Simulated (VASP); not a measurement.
AlV2C: relaxation of cell and atoms with PBEsol

AlV2C:

```
CELL_PARAMETERS angstrom
2.88760 0.00000 0.00000
-1.44380 2.50073 0.00000
0.00000 0.00000 13.10482
ATOMIC_POSITIONS crystal
Al 0.33333 0.66667 0.25000
Al 0.66667 0.33333 0.75000
V 0.33333 0.66667 0.58638
V 0.66667 0.33333 0.41362
V 0.66667 0.33333 0.08638
V 0.33333 0.66667 0.91362
C 0.00000 0.00000 0.00000
C 0.00000 0.00000 0.50000
```

```json
{"Program": "VASP 6.6.1", "Task": "relaxation of cell and atoms", "Functional": "PBEsol", "Potentials or basis": "VASP PAW PBE potentials, release 64 (Al, V_sv, C)", "Cutoff": "600 eV", "k mesh": "12 × 12 × 4", "Occupations": "gaussian, width 0.1 eV", "Spin": "no spin polarisation", "Dipole correction": "no", "Further INCAR settings": "ALGO = Normal; EDIFF = 1e-07; IBRION = 2; EDIFFG = -0.005; NSW = 100; ISIF = 3"}
```

```json
{
 "Relaxed volume": "11.68 Å³/atom",
 "Relaxed cell": "a = 2.878 Å, b = 2.878 Å, c = 13.024 Å, α = 90.00°, β = 90.00°, γ = 120.00°",
 "Space group after relaxing (to 0.1 Å)": "P6_3/mmc (No. 194)",
 "Energy gained by relaxing": "2.9 meV/atom",
 "Ionic steps": "9",
 "Pressure after relaxing": "0.0 GPa",
 "Band gap on the k mesh": "zero (bands 33 and 34 overlap by 1.71 eV)"
}
```

Step by step:
```
step  energy change (eV)  largest force (eV/Å)  pressure (GPa)  volume (Å³)
   1              0.0000                0.4083           -3.54        94.63
   2              0.0302                0.4928            6.47        91.10
   3             -0.0227                0.0695            0.23        93.21
   4             -0.0227                0.0624            0.30        93.18
   5             -0.0235                0.0100            0.11        93.36
   6             -0.0236                0.0056            0.04        93.42
   7             -0.0236                0.0038            0.07        93.41
   8             -0.0236                0.0092           -0.09        93.47
   9             -0.0236                0.0009            0.00        93.43
```

Final structure:
```
CELL_PARAMETERS angstrom
2.87818 0.00000 0.00000
-1.43909 2.49258 0.00000
0.00000 0.00000 13.02361
ATOMIC_POSITIONS crystal
Al 0.33333 0.66667 0.25000
Al 0.66667 0.33333 0.75000
V 0.33333 0.66667 0.58549
V 0.66667 0.33333 0.41451
V 0.66667 0.33333 0.08549
V 0.33333 0.66667 0.91451
C 0.00000 0.00000 0.00000
C 0.00000 0.00000 0.50000
```

Levels at points of the mesh, in eV from the Fermi level:
| k point | band 30 | band 31 | band 32 | band 33 | band 34 | band 35 | band 36 | band 37 |
| --- | --- | --- | --- | --- | --- | --- | --- | --- |
| (0.00, 0.00, 0.00) | -0.63 | -0.28 | -0.28 | -0.27 | -0.27 | 0.61 | 0.61 | 0.65 |
| (0.50, 0.00, 0.00) | -2.50 | -1.52 | -1.49 | 0.75 | 1.09 | 1.15 | 1.25 | 1.83 |
| (0.00, 0.00, 0.50) | -0.76 | -0.27 | -0.27 | -0.27 | -0.27 | 0.63 | 0.63 | 0.63 |
| (0.50, 0.00, 0.50) | -2.52 | -1.50 | -1.50 | 0.97 | 0.97 | 1.17 | 1.17 | 1.84 |

Run time: 20 min on 1 thread of Oxide Virtual Turin-like Processor (shared host), peak memory 0.35 GiB.

Caveat: the PAW data sets were made with another functional, which shifts forces and pressure a little.
